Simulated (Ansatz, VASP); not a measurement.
## RbBr: VASP beside Ansatz

The input INCAR:

```
SYSTEM = RbBr
ALGO     = Normal         ! electronic algorithm
EDIFF    = 1E-6           ! SCF threshold, eV
ENCUT    = 520            ! plane-wave cutoff, eV
GGA      = PE             ! functional
ISIF     = 2              ! what is computed and relaxed
ISMEAR   = 0              ! smearing method
LASPH    = .True.         ! aspherical terms in the spheres
LCHARG   = .False.        ! write CHGCAR
LREAL    = .False.        ! projectors in reciprocal space
LWAVE    = .False.        ! write WAVECAR
NBANDS   = 15             ! bands
NELM     = 100            ! most SCF steps
PREC     = Accurate       ! precision mode
SIGMA    = 0.05           ! smearing width, eV
```

KPOINTS

```
k-points
0
Gamma
  6 6 6
  0 0 0
```

POSCAR

```
RbBr
1.0
    0.0000000000      3.4275000000      3.4275000000
    3.4275000000      0.0000000000      3.4275000000
    3.4275000000      3.4275000000      0.0000000000
Rb Br
1 1
Direct
    0.0000000000      0.0000000000      0.0000000000
    0.5000000000      0.5000000000      0.4381088157
```

Input for Ansatz:

```yaml
crystal:
  lattice:
    - [0.0, 3.4275, 3.4275]
    - [3.4275, 0.0, 3.4275]
    - [3.4275, 3.4275, 0.0]
  atoms:
    - { symbol: Rb, position: [0.0, 0.0, 0.0] }
    - { symbol: Br, position: [0.5, 0.5, 0.4381088157] }
basis:
  ecutwfc: 420
kpoints:
  mp_grid: { grid: [6, 6, 6] }
hamiltonian:
  xc: pbe
scf:
  occupations: { method: gaussian, width: 0.05 }
output:
  forces: true
  stress: true
  eigenvalues: true
```

Alike in both runs: task single point; functional PBE; k mesh 6 × 6 × 6; occupations gaussian, width 0.05 eV; no spin polarisation.

|  | VASP | Ansatz |
| --- | --- | --- |
| version | VASP 6.6.1 | Ansatz 0.2.0 |
| potentials or method | VASP PAW PBE potentials, release 64 (Rb_sv, Br), cutoff 520 eV | scalar-relativistic, plane waves, PAW |
| valence electrons in the cell | 16 | 16 |

```csv
,VASP,Ansatz,Ansatz less VASP
gap on the k mesh at the Fermi level (eV),4.39,4.39,+0.003
least direct gap on the mesh (eV),4.39,4.39,+0.003
pressure (GPa),1.5,1.4,-0.03
"traceless stress, the component that is largest in VASP (GPa)",-0.57,-0.57,+0.007
rms of the force components (eV/Å),0.231,0.228,-0.0024
```

Atom by atom the forces differ by 0.002 eV/Å (rms over components).
